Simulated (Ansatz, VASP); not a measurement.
## One calculation of Se, two programs

```xyz
32
Lattice="8.9399 0.0000 0.0099 0.0000 8.8019 0.0000 -8.7736 0.0000 11.4877" Properties=species:S:1:pos:R:3 pbc="T T T"
Se   -5.8987    4.6125    8.8683
Se    1.6781    0.2115    8.3731
Se    6.0650    4.1894    2.6293
Se   -1.5119    8.5904    3.1244
Se   -4.9303    3.0615    7.3683
Se    0.7097    7.4625    9.8731
Se    5.0965    5.7404    4.1293
Se   -0.5434    1.3394    1.6245
Se    2.9678    3.2243    5.2609
Se    1.5852    7.6252    0.4928
Se   -2.8016    5.5776    6.2366
Se   -1.4190    1.1767   11.0048
Se    1.2732    1.5523    5.0623
Se    3.2799    5.9532    0.6914
Se   -1.1070    7.2496    6.4353
Se   -3.1136    2.8487   10.8061
Se   -0.7289    2.7434    5.4766
Se    5.2820    7.1444    0.2771
Se    0.8951    6.0585    6.0209
Se   -5.1157    1.6575   11.2205
Se   -1.3426    2.3578    7.7133
Se   -2.8780    6.7587    9.5281
Se    1.5088    6.4441    3.7843
Se    3.0442    2.0432    1.9695
Se   -0.6048    4.2708    8.9254
Se   -3.6158    8.6717    8.3160
Se    0.7710    4.5311    2.5722
Se    3.7820    0.1302    3.1816
Se    1.3268    3.4758   10.0415
Se   -5.5474    7.8768    7.1999
Se   -1.1606    5.3261    1.4561
Se    5.7136    0.9251    4.2976
```

Alike in both runs: functional PBE; dispersion D3(BJ); k mesh 4 × 4 × 2; occupations gaussian, width 0.02 eV; no spin polarisation.

Ansatz relaxed the structure, and its values are those at the end. VASP's run is a single point on that final structure, the one shown.

|  | VASP | Ansatz |
| --- | --- | --- |
| version | VASP 6.6.1 | Ansatz 0.2.0 |
| potentials or method | VASP PAW PBE potentials, release 64 (Se), cutoff 500 eV | scalar-relativistic, plane waves, PAW |
| valence electrons in the cell | 192 | 512 |

```tsv
	VASP	Ansatz	Ansatz less VASP
gap on the k mesh at the Fermi level (eV)	1.12	1.12	0.000
least direct gap on the mesh (eV)	1.25	1.25	0.000
pressure (GPa)	0.1	0.0	-0.11
rms of the force components (eV/Å)	0.018	0.005	-0.0135
```

VASP's potentials hold 192 valence electrons a cell and Ansatz's 512, so a difference there can come from the potentials and not from the codes.
